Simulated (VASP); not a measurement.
# TaN (P-62m) in VASP: further runs

The runs below take TaN through single point, with PBEsol+D3(BJ), r2SCAN+rVV10.

Program: VASP 6.6.1. These are calculated values, not measurements. Logs are shortened: lines on timing, memory, paths and dates and some standing lists are left out, and cuts for length are marked.

### 1 The cell of the first run

The structure is hexagonal, space group P-62m (No. 189). Conventional cell: a = 5.079 Å, b = 5.079 Å, c = 2.844 Å, α = 90.00°, β = 90.00°, γ = 120.00°. Within 3.0 Å of Ta (site symmetry -6) lie 6 N at 2.11 Å and 5 Ta at 2.84 to 2.93 Å. Within 2.7 Å of Ta (site symmetry -62m) lie 3 N at 2.01 Å. Within 2.9 Å of N (site symmetry m2m) lie 5 Ta at 2.01 to 2.11 Å and 6 N at 2.70 to 2.84 Å.

### 2 Single point, PBEsol+D3(BJ), collinear spin (10.59 Å³/atom)

File INCAR:

```
SYSTEM = TaN
ALGO = Normal ; EDIFF = 1E-6
ENCUT = 520 ; GGA = PS
ISIF = 2 ; ISMEAR = 0
ISPIN = 2 ; IVDW = 12
LASPH = .True. ; LCHARG = .True.
LELF = .True. ; LMAXMIX = 4
LORBIT = 11 ; LREAL = .False.
LVHAR = .True. ; LWAVE = .False.
MAGMOM = 0.05 0.05 -0.05 0 0 0 ; NBANDS = 37
NELM = 150 ; PREC = Accurate
SIGMA = 0.05
```

File KPOINTS:

```
k-points
0
Gamma
  6 6 8
  0 0 0
```

File POSCAR:

```
TaN
1.0
    5.0791480306      0.0000000000      0.0000000000
   -2.5395740153      4.3986712240      0.0000000000
    0.0000000000      0.0000000000      2.8442340279
Ta N
3 3
Direct
    0.3333333333      0.6666666667      0.5000000000
    0.6666666667      0.3333333333      0.5000000000
    0.0000000000      0.0000000000      0.0000000000
    0.3954657885      0.0000000000      0.0000000000
    0.6045342115      0.6045342115      0.0000000000
    0.0000000000      0.3954657885      0.0000000000
```

Potentials or basis: VASP PAW PBE potentials, release 64 (Ta_pv, N).

The run is started by

```bash
> cat potpaw_PBE.64/Ta_pv/POTCAR potpaw_PBE.64/N/POTCAR > POTCAR
> mpirun -np 1 vasp_std > vasp.out
```

OUTCAR:

```text
SYSTEM = TaN
   EDIFF = 1E-6
   ENCUT = 520
   GGA = PS
   ISIF = 2
   ISMEAR = 0
   ISPIN = 2
   IVDW = 12
   LASPH = .True.
   LORBIT = 11
   LREAL = .False.
   NELM = 150
   PREC = Accurate
 IVDW          = 12

 ion  position               nearest neighbor table
   1  0.333  0.667  0.500-   4 2.11   4 2.11   6 2.11   6 2.11   5 2.11   5 2.11   2 2.93   2 2.93
                             2 2.93   3 3.26   3 3.26   3 3.26   3 3.26   3 3.26   3 3.26
   2  0.667  0.333  0.500-   6 2.11   6 2.11   4 2.11   4 2.11   5 2.11   5 2.11   1 2.93   1 2.93
                             1 2.93   3 3.26   3 3.26   3 3.26   3 3.26   3 3.26   3 3.26
   3  0.000  0.000  0.000-   5 2.01   6 2.01   4 2.01   2 3.26   1 3.26   1 3.26   2 3.26   1 3.26
                             1 3.26   2 3.26   2 3.26   2 3.26   2 3.26   1 3.26   1 3.26
   4  0.395  0.000  0.000-   3 2.01   1 2.11   1 2.11   2 2.11   2 2.11
   5  0.605  0.605  0.000-   3 2.01   2 2.11   2 2.11   1 2.11   1 2.11
   6  0.000  0.395  0.000-   3 2.01   2 2.11   2 2.11   1 2.11   1 2.11

  LATTYP: Found a hexagonal cell.
 ALAT       =     5.0791480306
 C/A-ratio  =     0.5599825031

  Lattice vectors:

 A1 = (   5.0791480306,   0.0000000000,   0.0000000000)
 A2 = (  -2.5395740153,   4.3986712240,   0.0000000000)
 A3 = (   0.0000000000,   0.0000000000,   2.8442340279)

Analysis of symmetry for initial positions (statically):
=====================================================================
 Subroutine PRICEL returns:
 Original cell was already a primitive cell.

 Routine SETGRP: Setting up the symmetry group for a
 hexagonal supercell.

 Subroutine GETGRP returns: Found 12 space group operations
 (whereof 12 operations were pure point group operations)
 out of a pool of 24 trial point group operations.

The static configuration has the point symmetry D_3h.

Analysis of symmetry for dynamics (positions and initial velocities):
=====================================================================
 Subroutine PRICEL returns:
 Original cell was already a primitive cell.

 Routine SETGRP: Setting up the symmetry group for a
 hexagonal supercell.

 Subroutine GETGRP returns: Found 12 space group operations
 (whereof 12 operations were pure point group operations)
 out of a pool of 24 trial point group operations.

The dynamic configuration has the point symmetry D_3h.

Analysis of structural, dynamic, and magnetic symmetry:
=====================================================================
 Subroutine PRICEL returns:
 Original cell was already a primitive cell.

 Routine SETGRP: Setting up the symmetry group for a
 hexagonal supercell.

 Subroutine GETGRP returns: Found 12 space group operations
 (whereof 12 operations were pure point group operations)
[... 154 lines left out ...]
  ---------------------------------------------------
  ext. energy  EPLUGINS =         0.00000000
  ---------------------------------------------------
  free energy    TOTEN  =       -71.19322693 eV

  energy without entropy =      -71.19295986  energy(sigma->0) =      -71.19309340

 E-fermi :   9.1335     XC(G=0): -13.5338

 val. band max:        9.0702008508   @ k =   0.1667   0.0000   0.0000
 cond. band min:       9.2162381981   @ k =   0.1667   0.0000   0.2500
 fundamental gap:      0.1460373473
 Fermi energy:         9.1334748526

 spin component 1

 k-point     1 :       0.0000    0.0000    0.0000
  band No.  band energies     occupation
      1     -27.2544      1.00000
      2     -27.2544      1.00000
      3     -26.8321      1.00000
      4     -26.8321      1.00000
      5     -26.5870      1.00000
      6     -26.4422      1.00000
[... 925 lines left out ...]
     35      15.2776      0.00000
     36      15.9086      0.00000

 [... further k-points ...]

 spin component 2

 k-point     1 :       0.0000    0.0000    0.0000
  band No.  band energies     occupation
      1     -27.2542      1.00000
      2     -27.2542      1.00000
      3     -26.8320      1.00000
      4     -26.8320      1.00000
      5     -26.5868      1.00000
      6     -26.4420      1.00000
[... 925 lines left out ...]
     35      15.2776      0.00000
     36      15.9086      0.00000

 [... further k-points ...]

 [bands above 36 left out]

------------------------ aborting loop because EDIFF is reached ----------------------------------------

 Edisp (eV)   -2.80525

 E8    (eV) :    -1.9477

  FORCE on cell =-STRESS in cart. coord.  units (eV):
  Direction    XX          YY          ZZ          XY          YZ          ZX
  --------------------------------------------------------------------------------------
  -------------------------------------------------------------------------------------
  Total       6.06379     6.06379     6.02997     0.00000     0.00000     0.00000
  in kB     152.88928   152.88928   152.03651     0.00000     0.00000     0.00000
  external pressure =      152.61 kB  Pullay stress =        0.00 kB

 VOLUME and BASIS-vectors are now :
 -----------------------------------------------------------------------------
  energy-cutoff  :      520.00
  volume of cell :       63.54
      direct lattice vectors                 reciprocal lattice vectors
     5.079148031  0.000000000  0.000000000     0.196883413  0.113670692  0.000000000
    -2.539574015  4.398671224  0.000000000     0.000000000  0.227341383  0.000000000
     0.000000000  0.000000000  2.844234028     0.000000000  0.000000000  0.351588509

 POSITION                                       TOTAL-FORCE (eV/Angst)
 -----------------------------------------------------------------------------------
     -0.00000      2.93245      1.42212        -0.000000     -0.000000      0.000000
      2.53957      1.46622      1.42212        -0.000000     -0.000000      0.000000
      0.00000      0.00000      0.00000        -0.000000     -0.000000      0.000000
      2.00863      0.00000      0.00000         0.007446     -0.000000     -0.000000
      1.53526      2.65915      0.00000        -0.003723     -0.006449      0.000000
     -1.00431      1.73952      0.00000        -0.003723      0.006449     -0.000000
 -----------------------------------------------------------------------------------
    total drift:                               -0.000000     -0.000001      0.000000

  FREE ENERGIE OF THE ION-ELECTRON SYSTEM (eV)
  ---------------------------------------------------
  free  energy   TOTEN  =       -73.9984736179 eV

  energy  without entropy=      -73.9982065461  energy(sigma->0) =      -73.99834008

 total charge

# of ion       s       p       d       tot
------------------------------------------
    1        0.316   6.314   2.513   9.142
    2        0.316   6.314   2.513   9.142
    3        0.348   6.252   2.519   9.119
    4        1.238   2.606   0.000   3.845
    5        1.238   2.606   0.000   3.845
    6        1.238   2.606   0.000   3.845
--------------------------------------------------
tot          4.694  26.699   7.544  38.938

 magnetization (x)

# of ion       s       p       d       tot
------------------------------------------
    1        0.000   0.000   0.000   0.000
    2        0.000   0.000   0.000   0.000
    3       -0.000  -0.000  -0.000  -0.000
    4       -0.000  -0.000   0.000  -0.000
    5       -0.000  -0.000   0.000  -0.000
    6       -0.000  -0.000   0.000  -0.000
--------------------------------------------------
tot         -0.000  -0.000   0.000   0.000
```

OSZICAR:

```text
N       E                     dE             d eps       ncg     rms          rms(c)
DAV:   1     0.450655987504E+03    0.45066E+03   -0.24872E+04  5180   0.136E+03
DAV:   2    -0.497790196780E+02   -0.50044E+03   -0.47312E+03  5905   0.424E+02
DAV:   3    -0.798698540927E+02   -0.30091E+02   -0.29581E+02  6193   0.102E+02
DAV:   4    -0.802985619163E+02   -0.42871E+00   -0.42704E+00  6219   0.125E+01
DAV:   5    -0.803029928172E+02   -0.44309E-02   -0.44298E-02  6195   0.117E+00    0.507E+01
DAV:   6    -0.714704994166E+02    0.88325E+01   -0.26173E+01  6168   0.320E+01    0.206E+01
DAV:   7    -0.712868677250E+02    0.18363E+00   -0.14466E+00  5730   0.745E+00    0.127E+01
DAV:   8    -0.712098466338E+02    0.77021E-01   -0.30980E-01  5927   0.345E+00    0.170E+00
DAV:   9    -0.711941298438E+02    0.15717E-01   -0.27247E-02  6005   0.160E+00    0.497E-01
DAV:  10    -0.711933779889E+02    0.75185E-03   -0.79101E-03  5954   0.478E-01    0.321E-01
DAV:  11    -0.711932315921E+02    0.14640E-03   -0.48941E-04  6299   0.162E-01    0.384E-02
DAV:  12    -0.711932302310E+02    0.13612E-05   -0.30544E-05  5925   0.380E-02    0.239E-02
DAV:  13    -0.711932272478E+02    0.29832E-05   -0.34086E-06  5573   0.126E-02    0.755E-03
DAV:  14    -0.711932269344E+02    0.31339E-06   -0.46486E-07  2995   0.517E-03
   1 F= -.73998474E+02 E0= -.73998340E+02  d E =-.267072E-03  mag=     0.0000
```

It took 3.4 min on 1 thread of Oxide Virtual Turin-like, shared host; peak memory 0.26 GiB.

Results:

```yaml
Free_energy: -73.9985 eV
Pressure: 15.3 GPa
Largest_force: 0.007 eV/Å
Band_gap_on_the_k_mesh: zero (filled and empty bands overlap)
Net_moment: 0.00 μB per cell
Valence_electrons_inside_the_program's_atomic_spheres: Ta 9.14, 9.12 (each value once); N 3.85
Dispersion_energy_per_atom: -0.468 eV
```

Forces on the atoms (eV/Å):
```
Ta   0.000  0.000  0.000
Ta   0.000  0.000  0.000
Ta   0.000  0.000  0.000
N    0.007  0.000  0.000
N   -0.004 -0.006  0.000
N   -0.004  0.006  0.000
```

Caveat: the cell stands under pressure; the PAW data sets were made with another functional, which shifts forces and pressure a little; spin-orbit coupling is left out, which moves the levels of the heavy elements.

### 3 Single point, r2SCAN+rVV10, collinear spin

This run uses another cell than the first one, of 11.34 Å³/atom.

File POSCAR:

```
TaN
1.0
    5.2013581786      0.0000000000      0.0000000000
   -2.6006790893      4.5045083169      0.0000000000
    0.0000000000      0.0000000000      2.9050053261
Ta N
3 3
Direct
    0.3333333333      0.6666666667      0.5000000000
    0.6666666667      0.3333333333      0.5000000000
    0.0000000000      0.0000000000      0.0000000000
    0.3921176206      0.0000000000      0.0000000000
    0.6078823794      0.6078823794      0.0000000000
    0.0000000000      0.3921176206      0.0000000000
```

File INCAR.step1:

```
SYSTEM = TaN
ALGO = Normal
EDIFF = 1E-4
ENCUT = 520
GGA = PE
ISMEAR = 0
ISPIN = 2
LASPH = .True.
LCHARG = .False.
LMAXMIX = 4
LREAL = .False.
LWAVE = .True.
MAGMOM = 0.05 0.05 -0.05 0 0 0
NBANDS = 37
NELM = 150
PREC = Accurate
SIGMA = 0.05
```

File INCAR.step2:

```
SYSTEM = TaN
ALGO = Normal
BPARAM = 11.95
CPARAM = 0.0093
EDIFF = 1E-6
ENCUT = 520
ISIF = 2
ISMEAR = 0
ISPIN = 2
ISTART = 1
IVDW_NL = 2
LASPH = .True.
LCHARG = .False.
LMAXMIX = 4
LMIXTAU = .True.
LORBIT = 11
LREAL = .False.
LUSE_VDW = .True.
LWAVE = .False.
MAGMOM = 0.05 0.05 -0.05 0 0 0
METAGGA = R2SCAN
NBANDS = 37
NELM = 150
PREC = Accurate
SIGMA = 0.05
```

KPOINTS is that of step 2.

Potentials or basis: VASP PAW PBE potentials, release 64 (Ta_pv, N).

The run is started by

```bash
> cat potpaw_PBE.64/Ta_pv/POTCAR potpaw_PBE.64/N/POTCAR > POTCAR
> cp INCAR.step1 INCAR
> mpirun -np 1 vasp_std > vasp.out
> cp INCAR.step2 INCAR
> mpirun -np 1 vasp_std > vasp.out
```

It took 12 min on 1 thread of Oxide Virtual Turin-like, shared host; peak memory 0.43 GiB.

Results (log left out):

```
Free energy                                           : -180.5801 eV
Pressure                                              : 0.7 GPa
Largest force                                         : 0.024 eV/Å
Band gap on the k mesh                                : zero (filled and empty bands overlap)
Net moment                                            : 0.00 μB per cell
Valence electrons inside the program's atomic spheres : Ta 8.94, 8.99 (each value once); N 3.84
```

Forces in eV/Å, atoms in the order of the input:
```
Ta   0.000  0.000  0.000
Ta   0.000  0.000  0.000
Ta   0.000  0.000  0.000
N    0.024  0.000  0.000
N   -0.012 -0.021  0.000
N   -0.012  0.021  0.000
```

Stress tensor (GPa, compression positive):
```
0.77 0.00 0.00
0.00 0.77 0.00
0.00 0.00 0.41
```

Levels at points of the mesh, in eV from the Fermi level:
Spin up:
```tsv
k point	band 21	band 22	band 23	band 24	band 25	band 26	band 27	band 28
(0.00, 0.00, 0.00)	-4.78	-3.73	-2.19	-1.14	-1.14	0.58	0.58	1.70
(0.50, 0.00, 0.00)	-4.37	-4.34	-3.17	-2.92	1.18	1.79	1.91	2.45
(0.00, 0.00, 0.50)	-4.80	-3.18	-3.18	1.84	1.84	1.86	2.25	2.25
(0.50, 0.00, 0.50)	-4.46	-3.57	-2.29	-1.16	0.38	1.40	3.23	3.36
```
Spin down:
```tsv
k point	band 20	band 21	band 22	band 23	band 24	band 25	band 26	band 27	band 28	band 29
(0.00, 0.00, 0.00)	-5.48	-4.78	-3.73	-2.19	-1.14	-1.14	0.58	0.58	1.70	1.92
(0.50, 0.00, 0.00)	-5.02	-4.37	-4.34	-3.17	-2.92	1.18	1.79	1.91	2.45	2.45
(0.00, 0.00, 0.50)	-4.98	-4.80	-3.18	-3.18	1.84	1.84	1.86	2.25	2.25	3.25
(0.50, 0.00, 0.50)	-5.18	-4.46	-3.57	-2.29	-1.16	0.38	1.40	3.23	3.36	3.37
```

Caveat: the PAW data sets were made with another functional, which shifts forces and pressure a little; spin-orbit coupling is left out, which moves the levels of the heavy elements.

The gap in the log of VASP goes by the Fermi energy; the results here count the filled bands.